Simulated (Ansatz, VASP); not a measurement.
## One calculation of Te2Mo, two programs

```xyz
3
Lattice="3.4665 0.0000 0.0000 -1.7333 3.0021 0.0000 0.0000 0.0000 17.7826" Properties=species:S:1:pos:R:3 pbc="T T T"
Te    0.0000    2.0014   15.9605
Te    0.0000    2.0014    1.8221
Mo    0.0000    0.0000    0.0000
```

Change from the starting cell: strain along c alone, the other axes held, atoms relaxed: +1.5 %.

Alike in both runs: task relaxation of the atoms; functional LDA; k mesh 12 × 12 × 2; occupations gaussian, width 0.02 eV; no spin polarisation.

|  | VASP | Ansatz |
| --- | --- | --- |
| version | VASP 6.6.1 | Ansatz 0.2.0 |
| potentials or method | VASP PAW LDA potentials, release 64 (Te, Mo_sv), cutoff 450 eV | scalar-relativistic, plane waves, PAW |
| valence electrons in the cell | 26 | 46 |

Ansatz gave:

- gap on the k mesh at the Fermi level, each at its own relaxed structure (eV): 1.24

Q: What did VASP give for the same quantities?

A: gap on the k mesh at the Fermi level, each at its own relaxed structure (eV): 1.25.

LDA's correlation is that of Perdew and Zunger in VASP and of Perdew and Wang (1992) in Ansatz. VASP's potentials hold 26 valence electrons a cell and Ansatz's 46, so a difference there can come from the potentials and not from the codes. Ansatz's warnings: stress scf threshold loose.

Neither program's run includes spin-orbit coupling.
